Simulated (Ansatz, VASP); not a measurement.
## One calculation of Ta3N, two programs

The input INCAR:

```
SYSTEM = Ta3N
PREC     = Accurate       ! precision mode
ENCUT    = 520            ! plane-wave cutoff, eV
EDIFF    = 1E-6           ! SCF threshold, eV
ISMEAR   = 0              ! smearing method
SIGMA    = 0.15           ! smearing width, eV
LREAL    = .False.        ! projectors in reciprocal space
LASPH    = .True.         ! aspherical terms in the spheres
NELM     = 60             ! most SCF steps
ALGO     = Normal         ! electronic algorithm
ISIF     = 2              ! what is computed and relaxed
LWAVE    = .False.        ! write WAVECAR
LCHARG   = .True.         ! write CHGCAR
GGA      = PE             ! functional
LELF     = .True.         ! ELF
LVHAR    = .True.       
NBANDS   = 27             ! bands
```

File KPOINTS:

```
Automatic mesh
0
Gamma
  18 18 6
  0 0 0
```

The input POSCAR:

```
Ta3N
1.0
    3.0217748255      0.0000000000      0.0000000000
   -1.5108874128      2.6169337634      0.0000000000
    0.0000000000      0.0000000000      7.5575881873
Ta N
3 1
Direct
   -0.0413712766     -0.0206856383      0.4797443161
    0.2919620568      0.6459810284      0.1533393708
    0.6252953901      0.3126476951      0.8061492614
    0.0000000000      0.0000000000      0.0000000000
```

Input for Ansatz:

```yaml
crystal:
  lattice:
    - [3.0217748255, 0.0, 0.0]
    - [-1.5108874128, 2.6169337634, 0.0]
    - [0.0, 0.0, 7.5575881873]
  atoms:
    - { symbol: Ta, position: [-0.0413712766, -0.0206856383, 0.4797443161] }
    - { symbol: Ta, position: [0.2919620568, 0.6459810284, 0.1533393708] }
    - { symbol: Ta, position: [0.6252953901, 0.3126476951, 0.8061492614] }
    - { symbol: "N", position: [0.0, 0.0, 0.0] }
basis:
  ecutwfc: 420
kpoints:
  mp_grid: { grid: [18, 18, 6] }
hamiltonian:
  xc: pbe
scf:
  occupations: { method: gaussian, width: 0.15 }
output:
  forces: true
  stress: true
  eigenvalues: true
```

Change from the starting cell: all Ta atoms moved +0.188 Å, as atom 1 towards its neighbour atom 2 (Ta) at 3.021 Å.

Alike in both runs: task single point; functional PBE; k mesh 18 × 18 × 6; occupations gaussian, width 0.15 eV; no spin polarisation.

|  | VASP | Ansatz |
| --- | --- | --- |
| version | VASP 6.6.1 | Ansatz 0.2.0 |
| potentials or method | VASP PAW PBE potentials, release 64 (Ta_pv, N), cutoff 520 eV | scalar-relativistic, plane waves, PAW |
| valence electrons in the cell | 38 | 44 |

|  | VASP | Ansatz | Ansatz less VASP |
| --- | --- | --- | --- |
| gap on the k mesh at the Fermi level (eV) | none | none | - |
| pressure (GPa) | 2.6 | 2.3 | -0.33 |
| traceless stress, the component that is largest in VASP (GPa) | -1.24 | -1.22 | +0.023 |
| rms of the force components (eV/Å) | 0.946 | 0.933 | -0.0127 |

Atom by atom the forces differ by 0.024 eV/Å (rms over components). A gap of «none» marks a metal or a gap that the smearing closes. VASP's potentials hold 38 valence electrons a cell and Ansatz's 44, so a difference there can come from the potentials and not from the codes.

Neither program's run includes spin-orbit coupling.
